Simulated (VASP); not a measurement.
Crystal: FeO.

```xyz
2
Lattice="1.5177 0.8762 2.5158 -1.5177 0.8762 2.5158 0.0000 -1.7525 2.5158" Properties=species:S:1:pos:R:3 pbc="T T T"
Fe    0.0000    0.0000    0.0000
O     0.0000    0.0000    3.7737
```

Base run:

```yaml
Program: VASP 6.6.1
Functional: PBE
Potentials_or_basis: VASP PAW PBE potentials, release 64 (Fe_sv, O)
Cutoff: 600 eV
k_mesh: 9 × 9 × 9
Occupations: fermi-dirac, width 0.001 eV
Spin: collinear spin, ferromagnetic start
Starting_moments: "[4.0, 0.0] μB"
Hubbard_terms: Fe d U = 6.2 eV
```

Its results: band gap on the k mesh zero (filled and empty bands overlap); pressure -0.8 GPa; net moment 4.02 μB per cell; site moments Fe +3.75; O +0.20 μB.

**Question.** The run is repeated on the same cell with these changes: potentials or basis from VASP PAW PBE potentials, release 64 (Fe_sv, O) to VASP PAW PBE potentials, release 64 (Fe, O); cutoff from 600 eV to 520 eV; further incar settings from ALGO = Normal; EDIFF = 1e-06; NBANDS = 22 to ALGO = Normal; EDIFF = 1e-07; NBANDS = 18; valence electrons from 22 to 14. What comes out?

**Answer.** Band gap on the k mesh zero (filled and empty bands overlap); pressure -1.8 GPa; net moment 4.00 μB per cell; site moments Fe +3.92; O +0.16 μB.

Caveats: a cell with one magnetic atom can't hold antiferromagnetic order, which such compounds often take.
